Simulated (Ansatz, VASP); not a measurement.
One calculation of Ge, two programs

File INCAR:

```
SYSTEM = Ge
PREC = Accurate
ENCUT = 520
EDIFF = 1E-6
ISMEAR = 0
SIGMA = 0.15
LREAL = .False.
LASPH = .True.
NELM = 80
ALGO = Fast
ISIF = 2
LWAVE = .False.
LCHARG = .True.
GGA = PS
LELF = .True.
LVHAR = .True.
NBANDS = 21
```

File KPOINTS:

```
Automatic mesh
0
Gamma
  24 24 24
  0 0 0
```

POSCAR

```
Ge
1.0
   -2.5630127546      2.5630127546      1.3966622730
    2.5630127546     -2.5630127546      1.3966622730
    2.5630127546      2.5630127546     -1.3966622730
Ge
2
Direct
    0.1560259574      0.6560259574      0.5000000000
    0.5939740426      0.5939740426      0.0000000000
```

Input for Ansatz:

```yaml
crystal:
  lattice:
    - [-2.5630127546, 2.5630127546, 1.396662273]
    - [2.5630127546, -2.5630127546, 1.396662273]
    - [2.5630127546, 2.5630127546, -1.396662273]
  atoms:
    - { symbol: Ge, position: [0.1560259574, 0.6560259574, 0.5] }
    - { symbol: Ge, position: [0.5939740426, 0.5939740426, 0.0] }
basis:
  ecutwfc: 420
kpoints:
  mp_grid: { grid: [24, 24, 24] }
hamiltonian:
  xc: pbesol
scf:
  occupations: { method: gaussian, width: 0.15 }
output:
  forces: true
  stress: true
  eigenvalues: true
```

Change from the starting cell: mode 4 (71.1 1/cm) frozen in, largest displacement +0.263 Å.

Alike in both runs: task single point; functional PBEsol; k mesh 24 × 24 × 24; occupations gaussian, width 0.15 eV; no spin polarisation.

|  | VASP | Ansatz |
| --- | --- | --- |
| version | VASP 6.6.1 | Ansatz 0.2.0 |
| potentials or method | VASP PAW PBE potentials, release 64 (Ge_d), cutoff 520 eV | scalar-relativistic, plane waves, PAW |
| valence electrons in the cell | 28 | 28 |

|  | VASP | Ansatz | Ansatz less VASP |
| --- | --- | --- | --- |
| gap on the k mesh at the Fermi level (eV) | none | none | - |
| pressure (GPa) | 0.9 | 0.4 | -0.47 |
| traceless stress, the component that is largest in VASP (GPa) | 5.12 | 5.15 | +0.027 |
| rms of the force components (eV/Å) | 0.060 | 0.060 | +0.0001 |

VASP's potentials were made for PBE, not for PBEsol. Atom by atom the forces differ by 0.000 eV/Å (rms over components). A gap of «none» marks a metal or a gap that the smearing closes.
